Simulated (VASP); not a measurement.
AgI2:

```
Ag I
1.0
     4.28573    0.00000    0.00000
     0.00000    4.28573    0.00000
     0.00000    0.00000    6.35478
Ag I
1 2
Direct
  0.00000 0.00000 0.50000
  0.50000 0.00000 0.77776
  0.00000 0.50000 0.22224
```

- Program: VASP 6.6.1
- Task: relaxation of cell and atoms
- Functional: PBEsol
- Potentials or basis: VASP PAW PBE potentials, release 64 (Ag, I)
- Cutoff: 600 eV
- k mesh: 10 × 10 × 8
- Occupations: gaussian, width 0.1 eV
- Spin: no spin polarisation

At the start: pressure -2.2 GPa; volume 38.91 Å³/atom.

Problem. Where does the relaxation end?

Solution. Over 20 steps the energy falls by 31.9 meV/atom and the volume is 34.05 Å³/atom (-12.5 %); space group P-4m2 (No. 115, to 0.05 Å).

Step by step:
```csv
step,energy change (eV),largest force (eV/Å),pressure (GPa),volume (Å³)
1,0.0000,0.2520,-2.22,116.72
2,-0.0711,0.1933,-0.09,107.84
3,-0.0711,0.1926,-0.09,107.85
4,-0.0760,0.1763,-0.09,107.21
5,-0.0876,0.1229,-0.05,105.27
6,-0.0944,0.0081,0.09,101.42
7,-0.0950,0.0257,0.05,102.33
8,-0.0950,0.0217,0.06,102.22
9,-0.0951,0.0090,-0.09,102.65
10,-0.0951,0.0040,-0.04,102.46
11,-0.0953,0.0062,-0.04,102.41
12,-0.0957,0.0129,0.02,102.25
13,-0.0958,0.0151,0.02,102.18
14,-0.0958,0.0169,0.04,102.12
15,-0.0958,0.0164,0.04,102.15
16,-0.0957,0.0093,-0.06,102.40
17,-0.0958,0.0076,-0.02,102.23
18,-0.0958,0.0083,-0.01,102.22
19,-0.0958,0.0051,0.00,102.18
20,-0.0958,0.0013,0.00,102.14
```

Final structure:
```cif
data_structure
_symmetry_space_group_name_H-M 'P 1'
_symmetry_Int_Tables_number 1
_cell_length_a 4.0624
_cell_length_b 4.0624
_cell_length_c 6.1888
_cell_angle_alpha 90.000
_cell_angle_beta 90.000
_cell_angle_gamma 90.000
_cell_volume 102.14
loop_
_atom_site_label
_atom_site_type_symbol
_atom_site_fract_x
_atom_site_fract_y
_atom_site_fract_z
_atom_site_occupancy
Ag1 Ag 0.00000 0.00000 0.50000 1
I1 I 0.50000 0.00000 0.79057 1
I2 I 0.00000 0.50000 0.20943 1
```

Caveat: the PAW data sets were made with another functional, which shifts forces and pressure a little; an odd number of electrons without spin polarisation forces a metal; a magnetic or distorted state may lie lower.
